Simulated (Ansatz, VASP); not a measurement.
# One calculation of SiC, two programs

The input INCAR:

```
PREC = Accurate
ENCUT = 520
EDIFF = 1E-7
ISMEAR = 0
SIGMA = 0.05
LREAL = F
LASPH = T
NELM = 60
ALGO = Normal
ISIF = 2
LWAVE = F
LCHARG = F
GGA = PE
NBANDS = 36
```

KPOINTS

```
Automatic mesh
0
Gamma
  6 9 3
```

POSCAR

```
SiC
1.0
    4.3480000000      0.0000000000      0.0000000000
    0.0000000000      2.1740000000     -2.1740000000
    0.0000000000      6.8755533906      6.8755533906
Si C
6 6
Direct
    0.0000000000      0.0000000000      0.8695141991
    0.5000000000      0.5000000000      0.0790323730
    0.0000000000      0.0000000000      0.2371287382
    0.5000000000      0.5000000000      0.3952251034
    0.0000000000      0.0000000000      0.5533214687
    0.5000000000      0.5000000000      0.7114178339
    0.7500000000      0.0000000000      0.3952251034
    0.2500000000      0.5000000000      0.5533214687
    0.7500000000      0.0000000000      0.7114178339
    0.2500000000      0.5000000000      0.8695141991
    0.7500000000      0.0000000000      0.0790323730
    0.2500000000      0.5000000000      0.2371287382
```

Input for Ansatz:

```yaml
crystal:
  lattice:
    - [4.348, 0.0, 0.0]
    - [0.0, 2.174, -2.174]
    - [0.0, 6.8755533906, 6.8755533906]
  atoms:
    - { symbol: Si, position: [0.0, 0.0, 0.8695141991] }
    - { symbol: Si, position: [0.5, 0.5, 0.079032373] }
    - { symbol: Si, position: [0.0, 0.0, 0.2371287382] }
    - { symbol: Si, position: [0.5, 0.5, 0.3952251034] }
    - { symbol: Si, position: [0.0, 0.0, 0.5533214687] }
    - { symbol: Si, position: [0.5, 0.5, 0.7114178339] }
    - { symbol: C, position: [0.75, 0.0, 0.3952251034] }
    - { symbol: C, position: [0.25, 0.5, 0.5533214687] }
    - { symbol: C, position: [0.75, 0.0, 0.7114178339] }
    - { symbol: C, position: [0.25, 0.5, 0.8695141991] }
    - { symbol: C, position: [0.75, 0.0, 0.079032373] }
    - { symbol: C, position: [0.25, 0.5, 0.2371287382] }
basis:
  ecutwfc: 420
kpoints:
  mp_grid: { grid: [6, 9, 3] }
hamiltonian:
  xc: pbe
scf:
  occupations: { method: gaussian, width: 0.05 }
output:
  forces: true
  stress: true
  eigenvalues: true
  write_density: true
  write_potential: true
  elf: true
  volumetric_format: npy
```

Alike in both runs: task single point; functional PBE; k mesh 6 × 9 × 3; occupations gaussian, width 0.05 eV; no spin polarisation.

```csv
,VASP,Ansatz
version,VASP 6.6.1,Ansatz 0.2.0
potentials or method,"VASP PAW PBE potentials, release 64 (Si, C), cutoff 520 eV","scalar-relativistic, plane waves, PAW"
valence electrons in the cell,48,48
```

VASP gave:

```
gap on the k mesh at the Fermi level (eV)                     : 1.12
least direct gap on the mesh (eV)                             : 1.12
pressure (GPa)                                                : -1.7
traceless stress, the component that is largest in VASP (GPa) : -7.89
rms of the force components (eV/Å)                            : 0.675
```

Problem. What did Ansatz give for the same quantities?

Solution. gap on the k mesh at the Fermi level (eV): 1.13; least direct gap on the mesh (eV): 1.13; pressure (GPa): -1.6; traceless stress, the component that is largest in VASP (GPa): -7.84; rms of the force components (eV/Å): 0.674.

Atom by atom the forces differ by 0.002 eV/Å (rms over components).
